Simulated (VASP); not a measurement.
A run of VASP 6.6.1:

File INCAR:

```
PREC     = Accurate       # precision mode
ENCUT    = 520            # plane-wave cutoff, eV
EDIFF    = 1E-7           # SCF threshold, eV
ISMEAR   = 0              # smearing method
SIGMA    = 0.05           # smearing width, eV
LREAL    = Auto         
LASPH    = T              # aspherical terms in the spheres
NELM     = 60             # most SCF steps
ALGO     = Normal         # electronic algorithm
ISIF     = 2              # what is computed and relaxed
LWAVE    = F              # write WAVECAR
LCHARG   = F              # write CHGCAR
GGA      = PE             # functional
IVDW     = 12             # dispersion correction
NBANDS   = 162            # bands
```

KPOINTS

```
regular mesh
0
Gamma
  1 1 1
```

POSCAR

```
Mg32O31
1.0
    8.8332000000      0.0000000000      0.0000000000
    0.0000000000      8.8332000000      0.0000000000
    0.0000000000      0.0000000000      8.8332000000
Mg O
32 31
Direct
    0.5001836254     -0.0003783453     -0.0022644115
    0.7502241543      0.2495805597     -0.0000115473
    0.7524930942     -0.0003817416      0.2500329439
    0.0001838518     -0.0003689490     -0.0006601232
    0.2501420776      0.2495852013     -0.0000056605
    0.5001789838      0.4996296925     -0.0092820269
    0.7502218901      0.7496684101     -0.0000112077
    0.2478776661     -0.0003826473      0.2500382647
    0.5001862292      0.2402885704      0.2500312458
    0.7595182946      0.4996235792      0.2500175474
    0.5001884934     -0.0003824209      0.5023267898
    0.7502302676      0.2495855409      0.5000655482
    0.7508846171     -0.0003759679      0.7500233211
    0.0001875877      0.4996156546     -0.0022714305
    0.2501435493      0.7496673912     -0.0000048680
    0.0001833990      0.2473295069      0.2500363402
    0.2408823529      0.4996196169      0.2500313590
    0.5001900783      0.7589136440      0.2500203777
    0.0001869085     -0.0003751755      0.5007256713
    0.2501472852      0.2495898429      0.5000674727
    0.5001952860      0.4996353530      0.5093337635
    0.7502274374      0.7496649006      0.5000653217
    0.2494829733     -0.0003743830      0.7500281891
    0.5001878142      0.2473228275      0.7500301137
    0.7524932074      0.4996240321      0.7500227551
    0.0001886066      0.7519272744      0.2500236607
    0.0001933614      0.4996273151      0.5023242992
    0.2501483041      0.7496610515      0.5000660010
    0.0001819273      0.2489332292      0.7500284155
    0.2478820812      0.4996245981      0.7500283023
    0.5001865689      0.7519239913      0.7500276231
    0.0001832858      0.7503168727      0.7500350949
    0.7505599330      0.2492497623      0.2500247928
    0.0001932482      0.4996105602      0.2500234343
    0.0001862292      0.2496637685      0.4999735090
    0.2498122991      0.2492362904      0.2500365666
    0.7505796314      0.7499977358      0.2500067926
    0.0001847575     -0.0003706471      0.2500255853
    0.5001947199      0.2492529321      0.5003765340
    0.7505709143      0.4996250509      0.5003827605
    0.0001845311      0.7495737672      0.4999727166
    0.7501413984      0.2496650138      0.7500129059
    0.0001811348      0.4996113526      0.7500234343
    0.0001877009      0.2496611647      0.0000722275
    0.2497938459      0.7500114341      0.2500185663
    0.5001959652     -0.0003875153      0.2500271702
    0.2498053933      0.4996305982      0.5003990626
    0.5001968709      0.7499966037      0.5004131006
    0.7501471720     -0.0003876285      0.4999654712
    0.2502369470      0.2496713535      0.7500108681
    0.5001948331      0.4996218811      0.7500269438
    0.7501520400      0.7495710501      0.7500264910
    0.0001881538     -0.0003780057      0.7500215098
    0.5001873613      0.2492467056     -0.0003372504
    0.7505770276      0.4996114658     -0.0003463071
    0.0001890595      0.7495761445      0.0000704162
    0.2502362677     -0.0003889870      0.4999775846
    0.2502285695      0.7495670878      0.7500236607
    0.5001930218     -0.0003809491      0.7500198116
    0.2497967894      0.4996148621     -0.0003640810
    0.5001853236      0.7500073586     -0.0003697414
    0.7501428701     -0.0003746094      0.0000682652
    0.2502342300     -0.0003741566      0.0000698501
```

Potentials or basis: VASP PAW PBE potentials, release 64 (Mg, O).

The run is started by

```sh
$ cat potpaw_PBE.64/Mg/POTCAR potpaw_PBE.64/O/POTCAR > POTCAR
$ mpirun -np 1 vasp_gam > vasp.out
```

Hardware: 1 thread of Intel Xeon 8259CL (shared host).

**Question.** How long does it take, and how much memory?

**Answer.** Wall time 7.8 min on 1 thread of Intel Xeon 8259CL, with other jobs on the host, peak memory 0.73 GiB. Counts: scf iterations 17, k points 1.
